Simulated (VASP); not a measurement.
Set up this calculation in VASP 6.6.1, as the native input.

| Quantity | Value |
| --- | --- |
| Task | single point |
| Functional | PBE |
| Potentials or basis | VASP PAW PBE potentials, release 64 (Re, Bi_d) |
| Cutoff | 520 eV |
| k mesh | 11 × 11 × 11 |
| Occupations | fermi-dirac, width 0.1 eV |
| Spin | no spin polarisation |
| Dipole correction | no |
| Further INCAR settings | ALGO = Normal; EDIFF = 1e-06; NBANDS = 18 |

The structure of ReBi (zincblende type) lies in POSCAR:

```
ReBi
1.0
    0.0000000000      2.4706063922      2.4706063922
    2.4706063922      0.0000000000      2.4706063922
    2.4706063922      2.4706063922      0.0000000000
Re Bi
1 1
Direct
    0.0000000000      0.0000000000      0.0000000000
    0.2500000000      0.2500000000      0.2500000000
```

One way to write it, as run:

INCAR

```
SYSTEM = ReBi
ALGO = Normal ; EDIFF = 1E-6
ENCUT = 520 ; GGA = PE
ISIF = 2 ; ISMEAR = -1
LASPH = .TRUE. ; LCHARG = .FALSE.
LREAL = .FALSE. ; LWAVE = .FALSE.
NBANDS = 18 ; NELM = 80
PREC = Accurate ; SIGMA = 0.1
```

KPOINTS

```
k-points
0
G
  11 11 11
  0 0 0
```

Potentials or basis: VASP PAW PBE potentials, release 64 (Re, Bi_d).

Command:

```console
$ cat potpaw_PBE.64/Re/POTCAR potpaw_PBE.64/Bi_d/POTCAR > POTCAR
$ mpirun -np 1 vasp_std > vasp.out
```

It gave:

| Quantity | Value |
| --- | --- |
| Pressure | 268.2 GPa |

Caveat: the cell stands under pressure.

Run time: 44 s on 1 thread of Intel(R) Xeon(R) Platinum 8488C (Sapphire Rapids) (shared host), peak memory 0.17 GiB.
